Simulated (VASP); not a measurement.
# V (P6_3/mmc) in VASP: notebook

Runs on V. Level: PBEsol. Tasks: single point, relaxation of cell and atoms.

Program: VASP 6.6.1. These are calculated values, not measurements. Logs are shortened: lines on timing, memory, paths and dates and some standing lists are left out, and cuts for length are marked.

**1. The cell of the first run**

It takes space group P6_3/mmc (No. 194, hexagonal). The conventional cell has a = 2.589 Å, b = 2.589 Å, c = 9.199 Å, α = 90.00°, β = 90.00°, γ = 120.00°. Within 3.4 Å of V (site symmetry -3m) lie 12 V at 2.59 to 2.74 Å. Within 3.4 Å of V (site symmetry -6m2) lie 12 V at 2.59 to 2.74 Å.

This isn't the form of V at room conditions, which is bcc.

**2. Single point, PBEsol**

Input file INCAR:

```
PREC     = Accurate       # precision mode
ENCUT    = 520            # plane-wave cutoff, eV
EDIFF    = 1E-7           # SCF threshold, eV
ISMEAR   = -1             # smearing method
SIGMA    = 0.1            # smearing width, eV
LREAL    = F              # projectors in reciprocal space
LASPH    = T              # aspherical terms in the spheres
NELM     = 100            # most SCF steps
ALGO     = Normal         # electronic algorithm
ISIF     = 2              # what is computed and relaxed
LWAVE    = F              # write WAVECAR
LCHARG   = F              # write CHGCAR
GGA      = PS             # functional
NBANDS   = 34             # bands
```

Input file KPOINTS:

```
regular mesh
0
Gamma
  18 18 5
```

Input file POSCAR:

```
V
1.0
    2.5885824678      0.0000000000      0.0000000000
   -1.2942912339      2.2417781769      0.0000000000
    0.0000000000      0.0000000000      9.1988131643
V
4
Direct
    0.0000000000      1.0000000000      1.0000000000
    0.0000000000      1.0000000000      0.5000000000
    0.3333333333      0.6666666667      0.2500000000
    0.6666666667      0.3333333333      0.7500000000
```

Potentials or basis: VASP PAW PBE potentials, release 64 (V_sv).

The run is started by

```sh
$ cat potpaw_PBE.64/V_sv/POTCAR > POTCAR
$ mpirun -np 1 vasp_std > vasp.out
```

OUTCAR:

```text
PREC = Accurate
   ENCUT = 520
   EDIFF = 1E-7
   ISMEAR = -1
   LREAL = F
   LASPH = T
   NELM = 100
   ISIF = 2
   GGA = PS

 ion  position               nearest neighbor table
   1  0.000  0.000  0.000-   3 2.74   4 2.74   3 2.74   4 2.74   4 2.74   3 2.74
   2  0.000  0.000  0.500-   3 2.74   4 2.74   3 2.74   4 2.74   4 2.74   3 2.74
   3  0.333  0.667  0.250-   1 2.74   2 2.74   1 2.74   2 2.74   1 2.74   2 2.74
   4  0.667  0.333  0.750-   1 2.74   2 2.74   1 2.74   2 2.74   1 2.74   2 2.74

  LATTYP: Found a hexagonal cell.
 ALAT       =     2.5885824678
 C/A-ratio  =     3.5536102399

  Lattice vectors:

 A1 = (   2.5885824678,   0.0000000000,   0.0000000000)
 A2 = (  -1.2942912339,   2.2417781769,   0.0000000000)
 A3 = (   0.0000000000,   0.0000000000,   9.1988131643)

Analysis of symmetry for initial positions (statically):
=====================================================================
 Subroutine PRICEL returns:
 Original cell was already a primitive cell.

 Routine SETGRP: Setting up the symmetry group for a
 hexagonal supercell.

 Subroutine GETGRP returns: Found 24 space group operations
 (whereof 12 operations were pure point group operations)
 out of a pool of 24 trial point group operations.

The static configuration has the point symmetry D_3d.
 The point group associated with its full space group is D_6h.

Analysis of symmetry for dynamics (positions and initial velocities):
=====================================================================
 Subroutine PRICEL returns:
 Original cell was already a primitive cell.

 Routine SETGRP: Setting up the symmetry group for a
 hexagonal supercell.

 Subroutine GETGRP returns: Found 24 space group operations
 (whereof 12 operations were pure point group operations)
 out of a pool of 24 trial point group operations.

The dynamic configuration has the point symmetry D_3d.
 The point group associated with its full space group is D_6h.

 Subroutine INISYM returns: Found 24 space group operations
 (whereof 12 operations are pure point group operations),
 and found     1 'primitive' translations

----------------------------------------------------------------------------------------

                                     Primitive cell

  volume of cell :      53.3810

[... 88 lines left out ...]
   LSORBIT =      F    spin-orbit coupling
   LASPH  =      T    aspherical Exc in radial PAW
   ENCUT  =  520.0 eV  38.22 Ry    6.18 a.u.   4.81  4.81 17.10*2*pi/ulx,y,z
   NELM   =    100;   NELMIN=  2; NELMDL= -5     # of ELM steps
   EDIFF  = 0.1E-06   stopping-criterion for ELM
   LREAL  =      F    real-space projection
   EDIFFG = 0.1E-05   stopping-criterion for IOM
   NSW    =      0    number of steps for IOM
   IBRION =     -1    ionic relax: 0-MD 1-quasi-New 2-CG
   NFREE  =      0    steps in history (QN), initial steepest desc. (CG)
   ISIF   =      2    stress and relaxation
   ISYM   =      2    0-nonsym 1-usesym 2-fastsym
   POTIM  = 0.5000    time-step for ionic-motion
   TEBEG  =    0.0;   TEEND  =   0.0 temperature during run
   PSTRESS=    0.0 pullay stress
   NELECT =      52.0000    total number of electrons
   NUPDOWN=      -1.0000    fix difference up-down
   EMIN   =  10.00;   EMAX   =-10.00  energy-range for DOS
   EFERMI =   0.00;   METHOD = LEGACY
   ISMEAR =    -1;   SIGMA  =   0.10  broadening in eV -4-tet -1-fermi 0-gaus
   EFERMI_NEDOS =   21; number of points for ismear=-14 and -15
   IALGO  =     38    algorithm
   IMIX   =      4    mixing-type and parameters
     AMIX     =   0.40;   BMIX     =  1.00
     AMIX_MAG =   1.60;   BMIX_MAG =  1.00
  volume/ion in A,a.u.               =      13.35        90.06
  Fermi-wavevector in a.u.,A,eV,Ry     =   1.622858  3.066757 35.833221  2.633667
  Thomas-Fermi vector in A             =   2.716403
   LORBIT       =      0    0 simple, 1 ext, 2 COOP (PROOUT), +10 PAW based schemes
   GGA     = PS    functional components
   LHFCALC =     F    Hartree Fock is set to
   AEXX    =    0.0000 exact exchange contribution
   IVDW    =     0    specifies the selected vdW correction
   LEPSILON=     F    determine dielectric tensor
   LRPA    =     F    only Hartree local field effects (RPA)
 non-spin polarized calculation
  energy-cutoff  :      520.00
  volume of cell :       53.38
 maximum number of plane-waves:      1456
 NGX is ok and might be reduce to    20
   NGX =  9   NGY =  9   NGZ = 35

 number of electron      52.0000016 magnetization

 Free energy of the ion-electron system (eV)
  ---------------------------------------------------
  ext. energy  EPLUGINS =         0.00000000
  ---------------------------------------------------
  free energy    TOTEN  =       -37.62762878 eV

  energy without entropy =      -37.41834684  energy(sigma->0) =      -37.52298781

 E-fermi :  10.0128     XC(G=0): -13.0987

 val. band max:       10.0097452112   @ k =   0.3889   0.1111   0.4000
 cond. band min:      10.0134529715   @ k =   0.2778   0.2222   0.0000
 fundamental gap:      0.0037077604
 Fermi energy:        10.0127528522

 k-point     1 :       0.0000    0.0000    0.0000
  band No.  band energies     occupation
      1     -53.7432      2.00000
      2     -53.6934      2.00000
      3     -53.6465      2.00000
      4     -53.5958      2.00000
      5     -27.9997      2.00000
      6     -27.6344      2.00000
[... 877 lines left out ...]
     33      12.8667      0.00000
     34      13.1533      0.00000

 [... further k-points ...]

------------------------ aborting loop because EDIFF is reached ----------------------------------------

  FORCE on cell =-STRESS in cart. coord.  units (eV):
  Direction    XX          YY          ZZ          XY          YZ          ZX
  --------------------------------------------------------------------------------------
  -------------------------------------------------------------------------------------
  Total        0.0994780      0.0994780      0.0517125      0.0000000     -0.0000000     -0.0000000
  in kB        2.9857352      2.9857352      1.5521013      0.0000000     -0.0000000     -0.0000000
  external PRESSURE =       2.5078572 kB  Pullay stress =       0.0000000 kB

 VOLUME and BASIS-vectors are now :
 -----------------------------------------------------------------------------
  energy-cutoff  :      520.00
  volume of cell :       53.38
      direct lattice vectors                 reciprocal lattice vectors
     2.588582468  0.000000000  0.000000000     0.386311818  0.223037232  0.000000000
    -1.294291234  2.241778177  0.000000000     0.000000000  0.446074465  0.000000000
     0.000000000  0.000000000  9.198813164     0.000000000  0.000000000  0.108709676

 POSITION                                       TOTAL-FORCE (eV/Angst)
 -----------------------------------------------------------------------------------
      0.00000      0.00000      0.00000         0.000000      0.000000      0.000000
      0.00000      0.00000      4.59941         0.000000      0.000000      0.000000
     -0.00000      1.49452      2.29970        -0.000000      0.000000     -0.000000
      1.29429      0.74726      6.89911         0.000000      0.000000     -0.000000
 -----------------------------------------------------------------------------------
    total drift:                                0.000000     -0.000000      0.000000

  FREE ENERGIE OF THE ION-ELECTRON SYSTEM (eV)
  ---------------------------------------------------
  free  energy   TOTEN  =       -37.6276287783 eV

  energy  without entropy=      -37.4183468350  energy(sigma->0) =      -37.52298781
```

OSZICAR:

```text
N       E                     dE             d eps       ncg     rms          rms(c)
DAV:   1     0.751472139527E+03    0.75147E+03   -0.30105E+04  7548   0.180E+03
DAV:   2    -0.846165838641E+01   -0.75993E+03   -0.74688E+03  7556   0.603E+02
DAV:   3    -0.426817653279E+02   -0.34220E+02   -0.32979E+02  9842   0.143E+02
DAV:   4    -0.434153006663E+02   -0.73354E+00   -0.72867E+00  8776   0.205E+01
DAV:   5    -0.434293795841E+02   -0.14079E-01   -0.14044E-01  9450   0.271E+00    0.387E+01
DAV:   6    -0.377631192740E+02    0.56663E+01   -0.26662E+01  7960   0.415E+01    0.434E+00
DAV:   7    -0.378016628823E+02   -0.38544E-01   -0.12579E+00  9886   0.918E+00    0.419E+00
DAV:   8    -0.376747054030E+02    0.12696E+00   -0.11062E+00  9992   0.757E+00    0.199E+00
DAV:   9    -0.376285684040E+02    0.46137E-01   -0.12282E-01 10078   0.324E+00    0.387E-01
DAV:  10    -0.376276336663E+02    0.93474E-03   -0.72014E-03  8908   0.769E-01    0.122E-01
DAV:  11    -0.376276361486E+02   -0.24823E-05   -0.32784E-04  9218   0.153E-01    0.593E-02
DAV:  12    -0.376276299224E+02    0.62263E-05   -0.97197E-05 10084   0.988E-02    0.971E-03
DAV:  13    -0.376276299710E+02   -0.48636E-07   -0.52006E-06  8908   0.246E-02    0.245E-03
DAV:  14    -0.376276288030E+02    0.11680E-05   -0.23312E-07  5978   0.524E-03    0.104E-03
DAV:  15    -0.376276287783E+02    0.24731E-07   -0.63837E-08  4430   0.268E-03
   1 F= -.37627629E+02 E0= -.37522988E+02  d E =-.209282E+00
```

stdout:

```text
POSCAR found type information on POSCAR V
 POSCAR found :  1 types and       4 ions
 scaLAPACK will be used
 -----------------------------------------------------------------------------
|                                                                             |
|                                                                             |
|     You enforced a specific xc type in the INCAR file but a different       |
|     I HOPE YOU KNOW WHAT YOU ARE DOING!                                     |
|                                                                             |
 -----------------------------------------------------------------------------

 LDA part: xc-table for (Slater+PW92), standard interpolation
 POSCAR, INCAR and KPOINTS ok, starting setup
 FFT: planning ... GRIDC
 FFT: planning ... GRID_SOFT
 FFT: planning ... GRID
 WAVECAR not read
 entering main loop
```

Run time: 6 min. Hardware: 1 thread of Intel Xeon 8259CL, shared host; peak memory 0.27 GiB.

Results:

```
Free energy            : -37.6276 eV
Pressure               : 0.3 GPa
Band gap on the k mesh : zero (bands 26 and 27 overlap by 1.08 eV)
```

Stress tensor (GPa, compression positive):
```
0.30 0.00 0.00
0.00 0.30 0.00
0.00 0.00 0.16
```

Levels at points of the mesh, in eV from the Fermi level:
```csv
k point,band 22,band 23,band 24,band 25,band 26,band 27,band 28,band 29,band 30,band 31
"(0.00, 0.00, 0.00)",-0.96,-0.46,0.05,0.25,0.25,0.32,0.32,0.52,0.52,0.60
"(0.50, 0.00, 0.00)",-1.95,-1.90,-0.88,-0.18,0.30,0.52,1.65,1.69,1.95,2.78
```

Caveat: the PAW data sets were made with another functional, which shifts forces and pressure a little.

**3. Relaxation of cell and atoms, PBEsol**

This run uses another cell than the first one, of 13.83 Å³/atom.

Input file INCAR:

```
PREC     = Accurate       # precision mode
ENCUT    = 600            # plane-wave cutoff, eV
EDIFF    = 1E-7           # SCF threshold, eV
ISMEAR   = -1             # smearing method
SIGMA    = 0.1            # smearing width, eV
LREAL    = F              # projectors in reciprocal space
LASPH    = T              # aspherical terms in the spheres
NELM     = 80             # most SCF steps
ALGO     = Normal         # electronic algorithm
ISIF     = 3              # what is computed and relaxed
LWAVE    = F              # write WAVECAR
LCHARG   = F              # write CHGCAR
GGA      = PS             # functional
IBRION   = 2              # ionic algorithm
NSW      = 80             # ionic steps
EDIFFG   = -0.01          # ionic threshold
```

Input file KPOINTS:

```
regular mesh
0
Gamma
  13 13 4
```

Input file POSCAR:

```
V
1.0
    2.6940739632      0.0000000000      0.0000000000
   -1.3470369816      2.3331364918      0.0000000000
    0.0000000000      0.0000000000      8.7988455638
V
4
Direct
    0.0000000000      0.0000000000      0.0000000000
    0.0000000000      0.0000000000      0.5000000000
    0.3333333333      0.6666666667      0.2500000000
    0.6666666667      0.3333333333      0.7500000000
```

Potentials or basis: VASP PAW PBE potentials, release 64 (V_sv).

The run is started by

```sh
$ cat potpaw_PBE.64/V_sv/POTCAR > POTCAR
$ mpirun -np 1 vasp_std > vasp.out
```

OUTCAR:

```text
PREC = Accurate
   ENCUT = 600
   EDIFF = 1E-7
   ISMEAR = -1
   LREAL = F
   LASPH = T
   NELM = 80
   ISIF = 3
   GGA = PS
   IBRION = 2
   NSW = 80
   EDIFFG = -0.01

 ion  position               nearest neighbor table
   1  0.000  0.000  0.000-   3 2.69   4 2.69   3 2.69   4 2.69   4 2.69   3 2.69
   2  0.000  0.000  0.500-   3 2.69   4 2.69   3 2.69   4 2.69   4 2.69   3 2.69
   3  0.333  0.667  0.250-   1 2.69   2 2.69   1 2.69   2 2.69   1 2.69   2 2.69
   4  0.667  0.333  0.750-   1 2.69   2 2.69   1 2.69   2 2.69   1 2.69   2 2.69

  LATTYP: Found a hexagonal cell.
 ALAT       =     2.6940739632
 C/A-ratio  =     3.2660000000

  Lattice vectors:

 A1 = (   2.6940739632,   0.0000000000,   0.0000000000)
 A2 = (  -1.3470369816,   2.3331364918,   0.0000000000)
 A3 = (   0.0000000000,   0.0000000000,   8.7988455638)

Analysis of symmetry for initial positions (statically):
=====================================================================
 Subroutine PRICEL returns:
 Original cell was already a primitive cell.

 Routine SETGRP: Setting up the symmetry group for a
 hexagonal supercell.

 Subroutine GETGRP returns: Found 24 space group operations
 (whereof 12 operations were pure point group operations)
 out of a pool of 24 trial point group operations.

[... 179 lines left out ...]
  external PRESSURE =     -56.6567894 kB  Pullay stress =       0.0000000 kB
[... 95 lines left out ...]
  FREE ENERGIE OF THE ION-ELECTRON SYSTEM (eV)
  ---------------------------------------------------
  free  energy   TOTEN  =       -37.5827475704 eV

  energy  without entropy=      -37.3794998474  energy(sigma->0) =      -37.48112371

[... ionic steps 4 to 7 ...]

--------------------------------------- Ionic step        8  -------------------------------------------

 number of electron      52.0000036 magnetization

------------------------ aborting loop because EDIFF is reached ----------------------------------------
[... 33 lines left out ...]
--------------------------------------- Ionic step        9  -------------------------------------------

 number of electron      52.0000027 magnetization

 E-fermi :   9.8974     XC(G=0): -13.0476

 val. band max:        9.8929488096   @ k =   0.1538  -0.0000   0.2500
 cond. band min:       9.9040766262   @ k =   0.2308  -0.0000   0.2500
 fundamental gap:      0.0111278166
 Fermi energy:         9.8974110723

 k-point     1 :       0.0000    0.0000    0.0000
  band No.  band energies     occupation
      1     -53.8657      2.00000
      2     -53.8187      2.00000
      3     -53.7724      2.00000
      4     -53.7245      2.00000
      5     -28.1116      2.00000
      6     -27.7593      2.00000
[... 844 lines left out ...]
--------------------------------------- Ionic step       10  -------------------------------------------

 number of electron      52.0000034 magnetization

 Free energy of the ion-electron system (eV)
  ---------------------------------------------------
  ext. energy  EPLUGINS =         0.00000000
  ---------------------------------------------------
  free energy    TOTEN  =       -37.63106932 eV

  energy without entropy =      -37.42422314  energy(sigma->0) =      -37.52764623

 E-fermi :  10.0078     XC(G=0): -13.0949

 val. band max:       10.0001830630   @ k =   0.1538  -0.0000   0.2500
 cond. band min:      10.0141183240   @ k =   0.2308  -0.0000   0.2500
 fundamental gap:      0.0139352610
 Fermi energy:        10.0077770715

 k-point     1 :       0.0000    0.0000    0.0000
  band No.  band energies     occupation
      1     -53.7486      2.00000
      2     -53.6994      2.00000
      3     -53.6526      2.00000
      4     -53.6025      2.00000
      5     -28.0035      2.00000
      6     -27.6410      2.00000
[... 838 lines left out ...]
  FREE ENERGIE OF THE ION-ELECTRON SYSTEM (eV)
  ---------------------------------------------------
  free  energy   TOTEN  =       -37.6310693225 eV

  energy  without entropy=      -37.4242231424  energy(sigma->0) =      -37.52764623

 reached required accuracy - stopping structural energy minimisation
```

Run time: 30 min. Hardware: 1 thread of Intel Xeon 8259CL, shared host; peak memory 0.27 GiB.

Results:

```yaml
Free_energy: -37.6311 eV
Relaxed_volume: 13.35 Å³/atom
Relaxed_cell: a = 2.588 Å, b = 2.588 Å, c = 9.211 Å, α = 90.00°, β = 90.00°, γ = 120.00°
Space_group_after_relaxing_to_0.1_Å: P6_3/mmc (No. 194)
Energy_gained_by_relaxing: 21.8 meV/atom
Ionic_steps: 10
Pressure_after_relaxing: 0.0 GPa
Band_gap_on_the_k_mesh: zero (bands 26 and 27 overlap by 0.99 eV)
```

The path:
```
step  energy change (eV)  largest force (eV/Å)  pressure (GPa)  volume (Å³)
   1              0.0000                0.0000           -5.67        55.31
   2              0.0024                0.0000            7.94        51.48
   3             -0.0390                0.0000            0.60        53.38
   4             -0.0541                0.0000            0.56        53.37
   5             -0.0855                0.0000            0.57        53.26
   6             -0.0855                0.0000            0.72        53.19
   7             -0.0870                0.0000            0.63        53.23
   8             -0.0870                0.0000            0.64        53.23
   9             -0.0851                0.0000           -1.59        53.87
  10             -0.0874                0.0000           -0.01        53.41
```

Final structure:
```cif
data_structure
_symmetry_space_group_name_H-M 'P 1'
_symmetry_Int_Tables_number 1
_cell_length_a 2.5876
_cell_length_b 2.5876
_cell_length_c 9.2113
_cell_angle_alpha 90.000
_cell_angle_beta 90.000
_cell_angle_gamma 120.000
_cell_volume 53.41
loop_
_atom_site_label
_atom_site_type_symbol
_atom_site_fract_x
_atom_site_fract_y
_atom_site_fract_z
_atom_site_occupancy
V1 V 0.00000 0.00000 0.00000 1
V2 V 0.00000 0.00000 0.50000 1
V3 V 0.33333 0.66667 0.25000 1
V4 V 0.66667 0.33333 0.75000 1
```

Levels at points of the mesh, in eV from the Fermi level:
| k point | band 22 | band 23 | band 24 | band 25 | band 26 | band 27 | band 28 | band 29 | band 30 | band 31 |
| --- | --- | --- | --- | --- | --- | --- | --- | --- | --- | --- |
| (0.00, 0.00, 0.00) | -0.97 | -0.47 | 0.03 | 0.25 | 0.25 | 0.32 | 0.32 | 0.52 | 0.52 | 0.59 |
| (0.00, 0.00, 0.50) | -0.66 | -0.64 | -0.64 | 0.31 | 0.31 | 0.31 | 0.31 | 0.52 | 0.52 | 0.52 |

Caveat: the PAW data sets were made with another functional, which shifts forces and pressure a little.
